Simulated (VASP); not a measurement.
# SrBr3 (Fm-3m) in VASP: a series of runs, part 2 of 3

VASP 6.6.1.

## 3. Single point, PBE

This run uses another cell than the first one, of 44.43 Å³/atom, 1.466 times its volume.

INCAR reads:

```
PREC = Accurate
ENCUT = 520
EDIFF = 1E-6
ISMEAR = 0
SIGMA = 0.1
LREAL = False
LASPH = True
NELM = 60
ALGO = Normal
ISIF = 2
LWAVE = False
LCHARG = False
GGA = PE
NBANDS = 24
```

KPOINTS reads:

```
regular mesh
0
Gamma
  4 4 4
```

POSCAR reads:

```
SrBr3
1.0
    0.0000000000      4.4624083200      4.4624083200
    4.4624083200      0.0000000000      4.4624083200
    4.4624083200      4.4624083200      0.0000000000
Sr Br
1 3
Direct
    0.0000000000      0.0000000000      0.0000000000
    0.2500000000      0.2500000000      0.2500000000
    0.7500000000      0.7500000000      0.7500000000
    0.5000000000      0.5000000000      0.5000000000
```

Potentials or basis: VASP PAW PBE potentials, release 64 (Sr_sv, Br).

The run is started by

```console
$ cat potpaw_PBE.64/Sr_sv/POTCAR potpaw_PBE.64/Br/POTCAR > POTCAR
$ mpirun -np 1 vasp_std > vasp.out
```

OUTCAR:

```text
PREC = Accurate
   ENCUT = 520
   EDIFF = 1E-6
   ISMEAR = 0
   LREAL = False
   LASPH = True
   NELM = 60
   ISIF = 2
   GGA = PE

 ion  position               nearest neighbor table
   1  0.000  0.000  0.000-   3 3.86   3 3.86   3 3.86   2 3.86   3 3.86   2 3.86   2 3.86   2 3.86

   2  0.250  0.250  0.250-   1 3.86   1 3.86   1 3.86   1 3.86
   3  0.750  0.750  0.750-   1 3.86   1 3.86   1 3.86   1 3.86
   4  0.500  0.500  0.500-

  LATTYP: Found a face centered cubic cell.
 ALAT       =     8.9248166400

  Lattice vectors:

 A1 = (   0.0000000000,   4.4624083200,   4.4624083200)
 A2 = (   4.4624083200,   0.0000000000,   4.4624083200)
 A3 = (   4.4624083200,   4.4624083200,   0.0000000000)

Analysis of symmetry for initial positions (statically):
=====================================================================
 Subroutine PRICEL returns:
 Original cell was already a primitive cell.

 Routine SETGRP: Setting up the symmetry group for a
 face centered cubic supercell.

 Subroutine GETGRP returns: Found 48 space group operations
 (whereof 48 operations were pure point group operations)
 out of a pool of 48 trial point group operations.

The static configuration has the point symmetry O_h .

Analysis of symmetry for dynamics (positions and initial velocities):
=====================================================================
 Subroutine PRICEL returns:
 Original cell was already a primitive cell.

 Routine SETGRP: Setting up the symmetry group for a
 face centered cubic supercell.

 Subroutine GETGRP returns: Found 48 space group operations
 (whereof 48 operations were pure point group operations)
 out of a pool of 48 trial point group operations.

The dynamic configuration has the point symmetry O_h .

 Subroutine INISYM returns: Found 48 space group operations
 (whereof 48 operations are pure point group operations),
 and found     1 'primitive' translations
[... 99 lines left out ...]
   IALGO  =     38    algorithm
   IMIX   =      4    mixing-type and parameters
     AMIX     =   0.40;   BMIX     =  1.00
     AMIX_MAG =   1.60;   BMIX_MAG =  1.00
  volume/ion in A,a.u.               =      44.43       299.83
  Fermi-wavevector in a.u.,A,eV,Ry     =   0.914709  1.728549 11.383883  0.836692
  Thomas-Fermi vector in A             =   2.039366
   LORBIT       =      0    0 simple, 1 ext, 2 COOP (PROOUT), +10 PAW based schemes
   GGA     = PE    functional components
   LHFCALC =     F    Hartree Fock is set to
   AEXX    =    0.0000 exact exchange contribution
   IVDW    =     0    specifies the selected vdW correction
   LEPSILON=     F    determine dielectric tensor
   LRPA    =     F    only Hartree local field effects (RPA)
 non-spin polarized calculation
 Gauss-broadening in eV      SIGMA  =   0.10
  energy-cutoff  :      520.00
  volume of cell :      177.72
 maximum number of plane-waves:      4813
 NGX is ok and might be reduce to    48
   NGX = 23   NGY = 23   NGZ = 23

 number of electron      31.0000003 magnetization

 Free energy of the ion-electron system (eV)
  ---------------------------------------------------
  ext. energy  EPLUGINS =         0.00000000
  ---------------------------------------------------
  free energy    TOTEN  =       -10.42268471 eV

  energy without entropy =      -10.34385903  energy(sigma->0) =      -10.38327187

 E-fermi :  -1.2294     XC(G=0):  -7.1236

 val. band max:       -1.2615917297   @ k =   0.5000   0.2500   0.0000
 cond. band min:      -1.2210839189   @ k =  -0.2500   0.2500   0.0000
 fundamental gap:      0.0405078108
 Fermi energy:        -1.2294331913

 k-point     1 :       0.0000    0.0000    0.0000
  band No.  band energies     occupation
      1     -37.2947      2.00000
      2     -19.1466      2.00000
      3     -19.1466      2.00000
      4     -19.1466      2.00000
      5     -14.1838      2.00000
      6     -13.8507      2.00000
[... 205 lines left out ...]
     23       5.6540      0.00000
     24       5.6540      0.00000

------------------------ aborting loop because EDIFF is reached ----------------------------------------

  FORCE on cell =-STRESS in cart. coord.  units (eV):
  Direction    XX          YY          ZZ          XY          YZ          ZX
  --------------------------------------------------------------------------------------
  -------------------------------------------------------------------------------------
  Total       -4.7254799     -4.7254799     -4.7254799      0.0000000      0.0000000     -0.0000000
  in kB      -42.6008818    -42.6008818    -42.6008818      0.0000000      0.0000000     -0.0000000
  external PRESSURE =     -42.6008818 kB  Pullay stress =       0.0000000 kB

 VOLUME and BASIS-vectors are now :
 -----------------------------------------------------------------------------
  energy-cutoff  :      520.00
  volume of cell :      177.72
      direct lattice vectors                 reciprocal lattice vectors
     0.000000000  4.462408320  4.462408320    -0.112047120  0.112047120  0.112047120
     4.462408320  0.000000000  4.462408320     0.112047120 -0.112047120  0.112047120
     4.462408320  4.462408320  0.000000000     0.112047120  0.112047120 -0.112047120

 POSITION                                       TOTAL-FORCE (eV/Angst)
 -----------------------------------------------------------------------------------
      0.00000      0.00000      0.00000         0.000000     -0.000000      0.000000
      2.23120      2.23120      2.23120         0.000000      0.000000      0.000000
      6.69361      6.69361      6.69361        -0.000000     -0.000000     -0.000000
      4.46241      4.46241      4.46241         0.000000     -0.000000      0.000000
 -----------------------------------------------------------------------------------
    total drift:                               -0.000000     -0.000000     -0.000000

  FREE ENERGIE OF THE ION-ELECTRON SYSTEM (eV)
  ---------------------------------------------------
  free  energy   TOTEN  =       -10.4226847149 eV

  energy  without entropy=      -10.3438590269  energy(sigma->0) =      -10.38327187
```

OSZICAR:

```text
N       E                     dE             d eps       ncg     rms          rms(c)
DAV:   1     0.185144089043E+03    0.18514E+03   -0.12343E+04   384   0.106E+03
DAV:   2     0.522412310055E+01   -0.17992E+03   -0.17383E+03   512   0.197E+02
DAV:   3    -0.104012199172E+02   -0.15625E+02   -0.15503E+02   528   0.581E+01
DAV:   4    -0.110191391706E+02   -0.61792E+00   -0.61732E+00   504   0.978E+00
DAV:   5    -0.110276727030E+02   -0.85335E-02   -0.85315E-02   552   0.128E+00    0.490E+00
DAV:   6    -0.105753003450E+02    0.45237E+00   -0.59042E-01   432   0.317E+00    0.289E+00
DAV:   7    -0.104400278545E+02    0.13527E+00   -0.38283E-01   488   0.272E+00    0.135E+00
DAV:   8    -0.104241883328E+02    0.15840E-01   -0.84903E-02   560   0.129E+00    0.765E-01
DAV:   9    -0.104222066405E+02    0.19817E-02   -0.24488E-02   464   0.701E-01    0.275E-01
DAV:  10    -0.104224194902E+02   -0.21285E-03   -0.32785E-03   576   0.240E-01    0.153E-01
DAV:  11    -0.104226678249E+02   -0.24833E-03   -0.49172E-04   440   0.137E-01    0.315E-02
DAV:  12    -0.104226826466E+02   -0.14822E-04   -0.61764E-05   472   0.435E-02    0.119E-02
DAV:  13    -0.104226847296E+02   -0.20830E-05   -0.54413E-06   568   0.131E-02    0.387E-03
DAV:  14    -0.104226847149E+02    0.14687E-07   -0.28931E-07   344   0.304E-03
   1 F= -.10422685E+02 E0= -.10383272E+02  d E =-.788257E-01
```

stdout:

```text
POSCAR found type information on POSCAR SrBr
 POSCAR found :  2 types and       4 ions
 scaLAPACK will be used
 LDA part: xc-table for (Slater+PW92), standard interpolation
 POSCAR, INCAR and KPOINTS ok, starting setup
 FFT: planning ... GRIDC
 FFT: planning ... GRID_SOFT
 FFT: planning ... GRID
 WAVECAR not read
 entering main loop
```

It took 28 s on 1 thread of AMD EPYC 9R45 (Zen 5), shared host; peak memory 0.29 GiB.

Results:

| Quantity | Value |
| --- | --- |
| Free energy | -10.4227 eV |
| Pressure | -4.3 GPa |

Caveat: an odd number of electrons without spin polarisation forces a metal; a magnetic or distorted state may lie lower.

## 4. Single point, PBE

This run uses another cell than the first one, of 29.98 Å³/atom, 0.989 times its volume.

INCAR reads:

```
  PREC = Accurate
  ENCUT = 520
  EDIFF = 1E-7
  ISMEAR = 0
  SIGMA = 0.1
  LREAL = False
  LASPH = True
  NELM = 80
  ALGO = Normal
  ISIF = 2
  LWAVE = False
  LCHARG = False
  GGA = PE
  NBANDS = 24
```

KPOINTS reads:

```
Automatic mesh
0
Gamma
  10 10 10
```

POSCAR reads:

```
SrBr3
1.0
    0.0000000000      3.9139042944      3.9139042944
    3.9139042944      0.0000000000      3.9139042944
    3.9139042944      3.9139042944      0.0000000000
Sr Br
1 3
Direct
    0.0000000000      0.0000000000      0.0000000000
    0.2500000000      0.2500000000      0.2500000000
    0.7500000000      0.7500000000      0.7500000000
    0.5000000000      0.5000000000      0.5000000000
```

The run is started by

```console
$ cat potpaw_PBE.64/Sr_sv/POTCAR potpaw_PBE.64/Br/POTCAR > POTCAR
$ mpirun -np 1 vasp_std > vasp.out
```

Wall time 83 s (1 thread of AMD EPYC 9R45 (Zen 5), shared host); peak memory 0.29 GiB.

The run converged. Its results:

```
Free energy : -11.5346 eV
Pressure    : 0.0 GPa
```

Levels at points of the mesh, in eV from the Fermi level:
```tsv
k point	band 12	band 13	band 14	band 15	band 16	band 17	band 18	band 19	band 20	band 21
(0.00, 0.00, 0.00)	-2.02	-2.02	-0.20	-0.20	-0.20	4.08	4.28	4.28	6.92	6.92
(0.50, 0.00, 0.00)	-1.62	-1.48	-0.18	-0.18	-0.09	5.61	5.83	5.83	6.30	6.46
(0.50, 0.50, 0.00)	-0.94	-0.94	-0.61	0.11	0.11	4.43	4.98	5.28	5.95	5.95
```

Caveat: an odd number of electrons without spin polarisation forces a metal; a magnetic or distorted state may lie lower.

## 5. Relaxation of cell and atoms, PBE

This run uses another cell than the first one, of 44.43 Å³/atom, 1.466 times its volume.

INCAR reads:

```
PREC = Accurate
ENCUT = 600
EDIFF = 1E-6
ISMEAR = 0
SIGMA = 0.1
LREAL = F
LASPH = T
NELM = 60
ALGO = Normal
ISIF = 3
LWAVE = F
LCHARG = F
GGA = PE
IBRION = 2
NSW = 90
EDIFFG = -0.04
```

KPOINTS reads:

```
regular mesh
0
Gamma
  4 4 4
```

POSCAR reads:

```
SrBr3
1.0
    0.0000000000      4.4624083200      4.4624083200
    4.4624083200      0.0000000000      4.4624083200
    4.4624083200      4.4624083200      0.0000000000
Sr Br
1 3
Direct
    0.0000000000      0.0000000000      0.0000000000
    0.2500000000      0.2500000000      0.2500000000
    0.7500000000      0.7500000000      0.7500000000
    0.5000000000      0.5000000000      0.5000000000
```

Potentials or basis: VASP PAW PBE potentials, release 64 (Sr_sv, Br).

The run is started by

```console
$ cat potpaw_PBE.64/Sr_sv/POTCAR potpaw_PBE.64/Br/POTCAR > POTCAR
$ mpirun -np 1 vasp_std > vasp.out
```

OUTCAR:

```text
PREC = Accurate
   ENCUT = 600
   EDIFF = 1E-6
   ISMEAR = 0
   LREAL = F
   LASPH = T
   NELM = 60
   ISIF = 3
   GGA = PE
   IBRION = 2
   NSW = 90
   EDIFFG = -0.04

 ion  position               nearest neighbor table
   1  0.000  0.000  0.000-   3 3.86   3 3.86   3 3.86   2 3.86   3 3.86   2 3.86   2 3.86   2 3.86

   2  0.250  0.250  0.250-   1 3.86   1 3.86   1 3.86   1 3.86
   3  0.750  0.750  0.750-   1 3.86   1 3.86   1 3.86   1 3.86
   4  0.500  0.500  0.500-

  LATTYP: Found a face centered cubic cell.
 ALAT       =     8.9248166400

  Lattice vectors:

 A1 = (   0.0000000000,   4.4624083200,   4.4624083200)
 A2 = (   4.4624083200,   0.0000000000,   4.4624083200)
 A3 = (   4.4624083200,   4.4624083200,   0.0000000000)

Analysis of symmetry for initial positions (statically):
=====================================================================
 Subroutine PRICEL returns:
 Original cell was already a primitive cell.

 Routine SETGRP: Setting up the symmetry group for a
 face centered cubic supercell.

 Subroutine GETGRP returns: Found 48 space group operations
 (whereof 48 operations were pure point group operations)
 out of a pool of 48 trial point group operations.

The static configuration has the point symmetry O_h .

Analysis of symmetry for dynamics (positions and initial velocities):
=====================================================================
 Subroutine PRICEL returns:
 Original cell was already a primitive cell.

 Routine SETGRP: Setting up the symmetry group for a
 face centered cubic supercell.

 Subroutine GETGRP returns: Found 48 space group operations
 (whereof 48 operations were pure point group operations)
 out of a pool of 48 trial point group operations.

The dynamic configuration has the point symmetry O_h .

 Subroutine INISYM returns: Found 48 space group operations
 (whereof 48 operations are pure point group operations),
 and found     1 'primitive' translations

[... 103 lines left out ...]
  Fermi-wavevector in a.u.,A,eV,Ry     =   0.914709  1.728549 11.383883  0.836692
  Thomas-Fermi vector in A             =   2.039366
   LORBIT       =      0    0 simple, 1 ext, 2 COOP (PROOUT), +10 PAW based schemes
   GGA     = PE    functional components
   LHFCALC =     F    Hartree Fock is set to
   AEXX    =    0.0000 exact exchange contribution
   IVDW    =     0    specifies the selected vdW correction
   LEPSILON=     F    determine dielectric tensor
   LRPA    =     F    only Hartree local field effects (RPA)
 conjugate gradient relaxation of ions
 non-spin polarized calculation
 Gauss-broadening in eV      SIGMA  =   0.10
  energy-cutoff  :      600.00
  volume of cell :      177.72
 maximum number of plane-waves:      5961
   NGX = 25   NGY = 25   NGZ = 25

--------------------------------------- Ionic step        1  -------------------------------------------

 number of electron      31.0000006 magnetization

 Free energy of the ion-electron system (eV)
  ---------------------------------------------------
  ext. energy  EPLUGINS =         0.00000000
  ---------------------------------------------------
  free energy    TOTEN  =       -10.42250614 eV

  energy without entropy =      -10.34368115  energy(sigma->0) =      -10.38309364

------------------------ aborting loop because EDIFF is reached ----------------------------------------

  FORCE on cell =-STRESS in cart. coord.  units (eV):
  Direction    XX          YY          ZZ          XY          YZ          ZX
  --------------------------------------------------------------------------------------
  -------------------------------------------------------------------------------------
  Total       -4.7235858     -4.7235858     -4.7235858     -0.0000000     -0.0000000      0.0000000
  in kB      -42.5838059    -42.5838059    -42.5838059     -0.0000000     -0.0000000      0.0000000
  external PRESSURE =     -42.5838059 kB  Pullay stress =       0.0000000 kB
[... 25 lines left out ...]
--------------------------------------- Ionic step        2  -------------------------------------------

 number of electron      30.9999999 magnetization

 E-fermi :  -0.3184     XC(G=0):  -7.8291

 val. band max:       -0.3498553063   @ k =   0.5000   0.2500   0.0000
 cond. band min:      -0.2851816689   @ k =  -0.2500   0.2500   0.0000
 fundamental gap:      0.0646736374
 Fermi energy:        -0.3184134035

 k-point     1 :       0.0000    0.0000    0.0000
  band No.  band energies     occupation
      1     -35.7154      2.00000
      2     -17.5926      2.00000
      3     -17.5926      2.00000
      4     -17.5926      2.00000
      5     -13.6920      2.00000
      6     -13.1541      2.00000
[... 278 lines left out ...]
--------------------------------------- Ionic step        5  -------------------------------------------

 number of electron      31.0000000 magnetization

 Free energy of the ion-electron system (eV)
  ---------------------------------------------------
  ext. energy  EPLUGINS =         0.00000000
  ---------------------------------------------------
  free energy    TOTEN  =       -11.54854231 eV

  energy without entropy =      -11.49804774  energy(sigma->0) =      -11.52329503

 E-fermi :   1.1007     XC(G=0):  -8.7561

 val. band max:        1.0801747547   @ k =   0.5000   0.2500   0.0000
 cond. band min:       1.1759433086   @ k =  -0.2500   0.2500   0.0000
 fundamental gap:      0.0957685539
 Fermi energy:         1.1006770423

 k-point     1 :       0.0000    0.0000    0.0000
  band No.  band energies     occupation
      1     -33.5594      2.00000
      2     -15.4894      2.00000
      3     -15.4894      2.00000
      4     -15.4894      2.00000
      5     -13.0121      2.00000
      6     -12.0567      2.00000
[... 196 lines left out ...]
  FREE ENERGIE OF THE ION-ELECTRON SYSTEM (eV)
  ---------------------------------------------------
  free  energy   TOTEN  =       -11.5485423135 eV

  energy  without entropy=      -11.4980477443  energy(sigma->0) =      -11.52329503

 reached required accuracy - stopping structural energy minimisation
```

OSZICAR:

```text
N       E                     dE             d eps       ncg     rms          rms(c)
DAV:   1     0.218692338486E+03    0.21869E+03   -0.13498E+04   304   0.149E+03
DAV:   2     0.768170363670E+01   -0.21101E+03   -0.20754E+03   448   0.254E+02
DAV:   3    -0.101845419175E+02   -0.17866E+02   -0.17781E+02   343   0.769E+01
[... 50 lines left out ...]
DAV:   3    -0.115483149044E+02    0.17133E-01   -0.50300E-02   422   0.121E+00    0.488E-01
DAV:   4    -0.115483337294E+02   -0.18825E-04   -0.24132E-03   546   0.248E-01    0.278E-01
DAV:   5    -0.115485502043E+02   -0.21647E-03   -0.11185E-03   529   0.157E-01    0.747E-02
DAV:   6    -0.115485419288E+02    0.82754E-05   -0.67748E-05   359   0.544E-02    0.126E-02
DAV:   7    -0.115485423135E+02   -0.38470E-06   -0.24671E-06   262   0.106E-02
   5 F= -.11548542E+02 E0= -.11523295E+02  d E =-.112604E+01
```

CONTCAR:

```text
SrBr3
   1.00000000000000
    -0.0000000000000000    3.9165927201378290    3.9165927201378294
     3.9165927201378294   -0.0000000000000000    3.9165927201378294
     3.9165927201378294    3.9165927201378290    0.0000000000000000
  Sr              Br
     1     3
Direct
     0.0000000000000000    0.0000000000000000    0.0000000000000000
     0.2500000000000000    0.2500000000000000    0.2500000000000000
     0.7500000000000000    0.7500000000000000    0.7500000000000000
     0.5000000000000000    0.5000000000000000    0.5000000000000000

  0.00000000E+00  0.00000000E+00  0.00000000E+00
  0.00000000E+00  0.00000000E+00  0.00000000E+00
  0.00000000E+00  0.00000000E+00  0.00000000E+00
  0.00000000E+00  0.00000000E+00  0.00000000E+00
```

It took 1.8 min on 1 thread of AMD EPYC 9R45 (Zen 5), shared host; peak memory 0.35 GiB.

What came out:

| Quantity | Value |
| --- | --- |
| Free energy | -11.5485 eV |
| Relaxed volume | 30.04 Å³/atom |
| Relaxed cell | a = 5.539 Å, b = 5.539 Å, c = 5.539 Å, α = 60.00°, β = 60.00°, γ = 60.00° |
| Space group after relaxing (to 0.05 Å) | Fm-3m (No. 225) |
| Energy gained by relaxing | 281.5 meV/atom |
| Ionic steps | 5 |
| Pressure after relaxing | -0.1 GPa |

The path:
```tsv
step	energy change (eV)	largest force (eV/Å)	pressure (GPa)	volume (Å³)
1	0.0000	0.0000	-4.26	177.72
2	-0.7237	0.0000	-3.59	149.04
3	-1.1018	0.0000	-1.22	126.03
4	-1.1215	0.0000	0.61	117.49
5	-1.1260	0.0000	-0.05	120.16
```

Final structure:
```yaml
crystal:
  lattice:
    - [0.00000, 3.91659, 3.91659]
    - [3.91659, 0.00000, 3.91659]
    - [3.91659, 3.91659, 0.00000]
  atoms:
    - { symbol: Sr, position: [0.00000, 0.00000, 0.00000] }
    - { symbol: Br, position: [0.25000, 0.25000, 0.25000] }
    - { symbol: Br, position: [0.75000, 0.75000, 0.75000] }
    - { symbol: Br, position: [0.50000, 0.50000, 0.50000] }
```

Caveat: the volume moved by over 15 % at a fixed basis, so the end points are rough; an odd number of electrons without spin polarisation forces a metal; a magnetic or distorted state may lie lower.

(Continued in part 3 of 3.)
